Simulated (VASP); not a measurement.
Al6W: single point with r2SCAN

Al6W:

```xyz
7
Lattice="5.6222 0.0000 0.0000 0.0000 5.6222 0.0000 0.0000 0.0000 3.7551" Properties=species:S:1:pos:R:3 pbc="T T T"
Al    4.2598    4.2598    0.0000
Al    1.3624    1.3624    0.0000
Al    1.3624    4.2598    0.0000
Al    4.2598    1.3624    0.0000
Al    2.8111    0.0000    1.8776
Al    0.0000    2.8111    1.8776
W     2.8111    2.8111    1.8776
```

```json
{
 "Program": "VASP 6.6.1",
 "Task": "single point",
 "Functional": "r2SCAN",
 "Potentials or basis": "VASP PAW PBE potentials, release 64 (Al, W_sv)",
 "Cutoff": "550 eV",
 "k mesh": "6 × 6 × 8",
 "Occupations": "gaussian, width 0.1 eV",
 "Spin": "no spin polarisation",
 "Dipole correction": "no",
 "Further INCAR settings": "ALGO = Normal; EDIFF = 1e-06; NBANDS = 25"
}
```

The pressure is -2.3 GPa and the largest force is 0.132 eV/Å. The band gap on the k mesh is zero (bands 16 and 17 overlap by 1.78 eV).

Forces on the atoms (eV/Å):
```
Al  -0.093 -0.093  0.000
Al   0.093  0.093  0.000
Al   0.093 -0.093  0.000
Al  -0.093  0.093  0.000
Al   0.000  0.000  0.000
Al   0.000  0.000  0.000
W    0.000  0.000  0.000
```

Stress tensor (GPa, compression positive):
```
-2.40  0.00  0.00
 0.00 -2.40  0.00
 0.00  0.00 -2.15
```

Levels at points of the mesh, in eV from the Fermi level:
| k point | band 14 | band 15 | band 16 | band 17 | band 18 | band 19 |
| --- | --- | --- | --- | --- | --- | --- |
| (0.00, 0.00, 0.00) | -1.53 | -1.53 | -1.20 | -0.06 | 0.65 | 1.95 |
| (0.50, 0.00, 0.00) | -0.79 | -0.34 | -0.28 | -0.23 | 2.17 | 2.26 |
| (0.50, 0.50, 0.00) | -0.65 | 0.96 | 0.96 | 1.47 | 1.47 | 1.86 |
| (0.00, 0.00, 0.50) | -2.34 | -1.42 | -1.42 | 0.11 | 1.16 | 1.19 |
| (0.50, 0.00, 0.50) | -2.67 | -2.34 | -1.23 | -0.83 | 1.11 | 1.57 |
| (0.50, 0.50, 0.50) | -1.40 | -1.40 | 0.65 | 1.15 | 1.29 | 1.34 |

It took 14 min on 1 thread of Intel Xeon 8259CL, with other jobs on the host, peak memory 0.37 GiB.

Caveat: the PAW data sets were made with another functional, which shifts forces and pressure a little; spin-orbit coupling is left out, which moves the levels of the heavy elements.
